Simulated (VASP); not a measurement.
# Li (R-3m) in VASP: notebook, part 2 of 2

VASP 6.6.1. Earlier steps stand in the parts before.

### 4 Single point, revPBE (19.41 Å³/atom)

This run uses another cell than the first one, of 19.41 Å³/atom.

INCAR

```
SYSTEM = Li
ALGO     = Normal         ! electronic algorithm
EDIFF    = 1E-7           ! SCF threshold, eV
ENCUT    = 520            ! plane-wave cutoff, eV
GGA      = RE             ! functional
ISIF     = 2              ! what is computed and relaxed
ISMEAR   = -1             ! smearing method
LASPH    = .TRUE.         ! aspherical terms in the spheres
LCHARG   = .TRUE.         ! write CHGCAR
LELF     = .TRUE.         ! ELF
LREAL    = .FALSE.        ! projectors in reciprocal space
LVHAR    = .TRUE.       
LWAVE    = .FALSE.        ! write WAVECAR
NBANDS   = 12             ! bands
NELM     = 100            ! most SCF steps
PREC     = Accurate       ! precision mode
SIGMA    = 0.1            ! smearing width, eV
```

KPOINTS

```
k-points
0
G
  13 13 13
  0 0 0
```

POSCAR

```
Li
1.0
    1.5099770767      0.8717856717      7.3737385692
   -1.5099770767      0.8717856717      7.3737385692
    0.0000000000     -1.7435713435      7.3737385692
Li
3
Direct
    1.0000000000      0.0000000000      0.0000000000
    0.2222970963      0.2222970963      0.2222970963
    0.7777029037      0.7777029037      0.7777029037
```

Potentials or basis: VASP PAW PBE potentials, release 64 (Li_sv).

Launch:

```console
cat potpaw_PBE.64/Li_sv/POTCAR > POTCAR
mpirun -np 1 vasp_std > vasp.out
```

OUTCAR:

```text
SYSTEM = Li
   EDIFF = 1E-7
   ENCUT = 520
   GGA = RE
   ISIF = 2
   ISMEAR = -1
   LASPH = .TRUE.
   LREAL = .FALSE.
   NELM = 100
   PREC = Accurate

 ion  position               nearest neighbor table
   1  0.000  0.000  0.000-
   2  0.222  0.222  0.222-
   3  0.778  0.778  0.778-

  LATTYP: Found a trigonal (rhomboedric) cell.
 ALAT       =     7.5770747335
 COS(alpha) =     0.9205731091

  Lattice vectors:
[... 548 lines left out ...]

------------------------ aborting loop because EDIFF is reached ----------------------------------------

  FORCE on cell =-STRESS in cart. coord.  units (eV):
  Direction    XX          YY          ZZ          XY          YZ          ZX
  --------------------------------------------------------------------------------------
  -------------------------------------------------------------------------------------
  Total        0.4104591      0.4104591      0.4836445      0.0000000     -0.0000000      0.0000000
  in kB       11.2917543     11.2917543     13.3050878      0.0000000     -0.0000000      0.0000000
  external PRESSURE =      11.9628655 kB  Pullay stress =       0.0000000 kB

 VOLUME and BASIS-vectors are now :
 -----------------------------------------------------------------------------
  energy-cutoff  :      520.00
  volume of cell :       58.24
      direct lattice vectors                 reciprocal lattice vectors
     1.509977077  0.871785672  7.373738569     0.331130855  0.191178488  0.045205472
    -1.509977077  0.871785672  7.373738569    -0.331130855  0.191178488  0.045205472
     0.000000000 -1.743571343  7.373738569     0.000000000 -0.382356976  0.045205472

 POSITION                                       TOTAL-FORCE (eV/Angst)
 -----------------------------------------------------------------------------------
      0.00000      0.00000      0.00000         0.000000      0.000000      0.000000
      0.00000     -0.00000      4.91748         0.000000      0.000000     -0.003537
      0.00000     -0.00000     17.20373         0.000000     -0.000000      0.003537
 -----------------------------------------------------------------------------------
    total drift:                                0.000000     -0.000000      0.000000

  FREE ENERGIE OF THE ION-ELECTRON SYSTEM (eV)
  ---------------------------------------------------
  free  energy   TOTEN  =        -5.4313643628 eV

  energy  without entropy=       -5.3813944886  energy(sigma->0) =       -5.40637943
```

Wall time 7.6 min (1 thread of Oxide Virtual Turin-like, shared host); peak memory 0.43 GiB.

What came out:

* Free energy: -5.4314 eV
* Largest force: 0.004 eV/Å
* Band gap on the k mesh: zero (an odd number of electrons rules out a gap without spin polarisation)

Forces in eV/Å, atoms in the order of the input:
```
Li   0.000  0.000  0.000
Li   0.000  0.000 -0.004
Li   0.000  0.000  0.004
```

Caveat: the cutoff is under 1.25 times the usual one of these potentials, so pressure, stress and relaxed cells hold a basis-set (Pulay) error; the PAW data sets were made with another functional, which shifts forces and pressure a little.

### 5 Single point, revPBE (20.26 Å³/atom)

This run uses another cell than the first one, of 20.26 Å³/atom.

INCAR

```
SYSTEM = Li
PREC     = Accurate       ! precision mode
ENCUT    = 520            ! plane-wave cutoff, eV
EDIFF    = 1E-6           ! SCF threshold, eV
ISMEAR   = -1             ! smearing method
SIGMA    = 0.1            ! smearing width, eV
LREAL    = .False.        ! projectors in reciprocal space
LASPH    = .True.         ! aspherical terms in the spheres
NELM     = 100            ! most SCF steps
ALGO     = Normal         ! electronic algorithm
ISIF     = 2              ! what is computed and relaxed
LWAVE    = .False.        ! write WAVECAR
LCHARG   = .True.         ! write CHGCAR
GGA      = RE             ! functional
LELF     = .True.         ! ELF
LVHAR    = .True.       
NBANDS   = 12             ! bands
```

KPOINTS

```
Automatic mesh
0
Gamma
  13 13 13
  0 0 0
```

POSCAR

```
Li
1.0
    1.5315510926      0.8842414356      7.4790919254
   -1.5315510926      0.8842414356      7.4790919254
    0.0000000000     -1.7684828712      7.4790919254
Li
3
Direct
    1.0000000000      0.0000000000      0.0000000000
    0.2222970963      0.2222970963      0.2222970963
    0.7777029037      0.7777029037      0.7777029037
```

Potentials or basis: VASP PAW PBE potentials, release 64 (Li_sv).

Launch:

```console
cat potpaw_PBE.64/Li_sv/POTCAR > POTCAR
mpirun -np 1 vasp_std > vasp.out
```

OUTCAR:

```text
SYSTEM = Li
   PREC = Accurate
   ENCUT = 520
   EDIFF = 1E-6
   ISMEAR = -1
   LREAL = .False.
   LASPH = .True.
   NELM = 100
   ISIF = 2
   GGA = RE

 ion  position               nearest neighbor table
   1  0.000  0.000  0.000-
   2  0.222  0.222  0.222-
   3  0.778  0.778  0.778-

  LATTYP: Found a trigonal (rhomboedric) cell.
 ALAT       =     7.6853332845
 COS(alpha) =     0.9205731091

  Lattice vectors:
[... 549 lines left out ...]

------------------------ aborting loop because EDIFF is reached ----------------------------------------

  FORCE on cell =-STRESS in cart. coord.  units (eV):
  Direction    XX          YY          ZZ          XY          YZ          ZX
  --------------------------------------------------------------------------------------
  -------------------------------------------------------------------------------------
  Total        0.1778553      0.1778553      0.2481526      0.0000000      0.0000000     -0.0000000
  in kB        4.6889433      4.6889433      6.5422478      0.0000000      0.0000000     -0.0000000
  external PRESSURE =       5.3067115 kB  Pullay stress =       0.0000000 kB

 VOLUME and BASIS-vectors are now :
 -----------------------------------------------------------------------------
  energy-cutoff  :      520.00
  volume of cell :       60.77
      direct lattice vectors                 reciprocal lattice vectors
     1.531551093  0.884241436  7.479091925     0.326466419  0.188485475  0.044568691
    -1.531551093  0.884241436  7.479091925    -0.326466419  0.188485475  0.044568691
     0.000000000 -1.768482871  7.479091925     0.000000000 -0.376970949  0.044568691

 POSITION                                       TOTAL-FORCE (eV/Angst)
 -----------------------------------------------------------------------------------
      0.00000      0.00000      0.00000         0.000000     -0.000000     -0.000000
      0.00000      0.00000      4.98774         0.000000     -0.000000     -0.002813
      0.00000      0.00000     17.44953         0.000000      0.000000      0.002813
 -----------------------------------------------------------------------------------
    total drift:                               -0.000000      0.000000      0.000000

  FREE ENERGIE OF THE ION-ELECTRON SYSTEM (eV)
  ---------------------------------------------------
  free  energy   TOTEN  =        -5.4467106532 eV

  energy  without entropy=       -5.3961862158  energy(sigma->0) =       -5.42144843
```

stdout:

```text
POSCAR found type information on POSCAR Li
 POSCAR found :  1 types and       3 ions
 scaLAPACK will be used
 -----------------------------------------------------------------------------
|                                                                             |
|                                                                             |
|     You enforced a specific xc type in the INCAR file but a different       |
|     I HOPE YOU KNOW WHAT YOU ARE DOING!                                     |
|                                                                             |
 -----------------------------------------------------------------------------

 LDA part: xc-table for (Slater+PW92), standard interpolation
 POSCAR, INCAR and KPOINTS ok, starting setup
 FFT: planning ... GRIDC
 FFT: planning ... GRID_SOFT
 FFT: planning ... GRID
 WAVECAR not read
 entering main loop
```

It took 10 min on 1 thread of Oxide Virtual Turin-like, shared host; peak memory 0.48 GiB.

Results:

```yaml
Free_energy: -5.4467 eV
Band_gap_on_the_k_mesh: zero (an odd number of electrons rules out a gap without spin polarisation)
```

Forces in eV/Å, atoms in the order of the input:
```
Li   0.000  0.000  0.000
Li   0.000  0.000 -0.003
Li   0.000  0.000  0.003
```

Levels at points of the mesh, in eV from the Fermi level:
| k point | band 2 | band 3 | band 4 | band 5 | band 6 | band 7 | band 8 | band 9 |
| --- | --- | --- | --- | --- | --- | --- | --- | --- |
| (0.00, 0.00, 0.00) | -46.67 | -46.67 | -3.59 | -1.60 | -1.60 | 5.74 | 5.76 | 12.95 |

Caveat: the cutoff is under 1.25 times the usual one of these potentials, so pressure, stress and relaxed cells hold a basis-set (Pulay) error; the PAW data sets were made with another functional, which shifts forces and pressure a little.

### 6 The runs side by side

| cell | k mesh | gap on the mesh (eV) |
| --- | --- | --- |
| a = 7.791 Å, angles 23.0°, 3 atoms | 12 × 12 × 12 | none |
| a = 7.466 Å, angles 23.0°, 3 atoms | 13 × 13 × 13 | none |
| a = 7.577 Å, angles 23.0°, 3 atoms | 13 × 13 × 13 | none |
| a = 7.685 Å, angles 23.0°, 3 atoms | 13 × 13 × 13 | none |

Alike in all rows: task single point; level revPBE; potentials or basis VASP PAW PBE potentials, release 64 (Li_sv); no spin polarisation; cutoff (eV) 520; smearing fermi-dirac 0.1 eV.

Caveats: the cutoff is under 1.25 times the usual one of these potentials, so pressure, stress and relaxed cells hold a basis-set (Pulay) error; the PAW data sets were made with another functional, which shifts forces and pressure a little.

Total energies depend on the potentials used, so only differences within one code and one set of settings carry meaning.
